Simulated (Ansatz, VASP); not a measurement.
# Two plane-wave programs on KYSe2

The input INCAR:

```
SYSTEM = KYSe2
  PREC = Accurate
  ENCUT = 520
  EDIFF = 1E-7
  ISMEAR = 0
  SIGMA = 0.01
  LREAL = .FALSE.
  LASPH = .TRUE.
  NELM = 80
  ALGO = Normal
  ISIF = 2
  LWAVE = .FALSE.
  LCHARG = .FALSE.
  GGA = PE
  NBANDS = 24
```

Contents of KPOINTS:

```
Automatic mesh
0
G
  4 4 4
  0 0 0
```

POSCAR

```
KYSe2
1.0
    4.3197464731      0.0000000000      0.0000000000
    0.0000000000      4.3197464731      0.0000000000
    0.0000000000      0.0000000000      5.8682761278
K Se Y
1 2 1
Direct
    0.0000000000      0.0000000000      0.0000000000
    0.0000000000      0.0000000000      0.5000000000
    0.5000000000      0.5000000000      0.0000000000
    0.5000000000      0.5000000000      0.5000000000
```

Input for Ansatz:

```yaml
crystal:
  lattice:
    - [4.3197464731, 0.0, 0.0]
    - [0.0, 4.3197464731, 0.0]
    - [0.0, 0.0, 5.8682761278]
  atoms:
    - { symbol: K, position: [0.0, 0.0, 0.0] }
    - { symbol: Se, position: [0.0, 0.0, 0.5] }
    - { symbol: "Y", position: [0.5, 0.5, 0.5] }
    - { symbol: Se, position: [0.5, 0.5, 0.0] }
kpoints:
  mp_grid: { grid: [4, 4, 4] }
hamiltonian:
  xc: pbe
scf:
  occupations: { method: fixed }
  n_extra_bands: 5
output:
  forces: true
  stress: true
  eigenvalues: true
```

Alike in both runs: task single point; functional PBE; k mesh 4 × 4 × 4; no spin polarisation.

|  | VASP | Ansatz |
| --- | --- | --- |
| version | VASP 6.6.1 | Ansatz 0.2.0 |
| potentials or method | VASP PAW PBE potentials, release 64 (K_sv, Se, Y_sv) | plane waves, PAW |
| plane-wave cutoff (eV) | 520 | 420 |
| occupations | gaussian, width 0.01 eV | fixed |
| valence electrons in the cell | 32 | 52 |

Ansatz gave:

* gap on the k mesh at the Fermi level (eV): 0.19
* pressure (GPa): 0.6

Problem. Estimate VASP's values.

Solution. gap on the k mesh at the Fermi level (eV): 0.19; pressure (GPa): 0.7.

VASP's potentials hold 32 valence electrons a cell and Ansatz's 52, so a difference there can come from the potentials and not from the codes.
